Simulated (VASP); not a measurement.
A run of VASP 6.6.1 is set up as follows.

Contents of POSCAR:

```
ZrC
1.0
    3.3522658099      0.0000000000      0.0000000000
   -1.6761329050      2.9031473516      0.0000000000
    0.0000000000      0.0000000000      2.9895117901
Zr C
1 1
Direct
    0.0000000000      0.0000000000      0.0000000000
    0.6666666667      0.3333333333      0.5000000000
```

The input INCAR.step1:

```
SYSTEM = ZrC
PREC = Accurate ; ENCUT = 600
ISMEAR = 0 ; SIGMA = 0.05
LREAL = .FALSE. ; LASPH = .TRUE.
NELM = 80 ; GGA = PE
ALGO = Normal ; EDIFF = 1E-4
LWAVE = .TRUE. ; LCHARG = .FALSE.
```

INCAR.step2

```
SYSTEM = ZrC
PREC = Accurate ; ENCUT = 600
EDIFF = 1E-6 ; ISMEAR = 0
SIGMA = 0.05 ; LREAL = .FALSE.
LASPH = .TRUE. ; NELM = 80
ALGO = Normal ; ISIF = 4
LWAVE = .FALSE. ; LCHARG = .FALSE.
METAGGA = R2SCAN ; LMIXTAU = .TRUE.
IBRION = 2 ; NSW = 60
EDIFFG = -0.01 ; ISTART = 1
```

Contents of KPOINTS:

```
regular mesh
0
G
  12 12 12
  0 0 0
```

Potentials or basis: VASP PAW PBE potentials, release 64 (Zr_sv, C).

Run with:

```sh
$ cat potpaw_PBE.64/Zr_sv/POTCAR potpaw_PBE.64/C/POTCAR > POTCAR
$ cp INCAR.step1 INCAR
$ mpirun -np 1 vasp_std > vasp.out
$ cp INCAR.step2 INCAR
$ mpirun -np 1 vasp_std > vasp.out
```

(1) Predict the band gap on the k mesh.

Answers

(1) zero (bands 8 and 9 overlap by 0.09 eV).
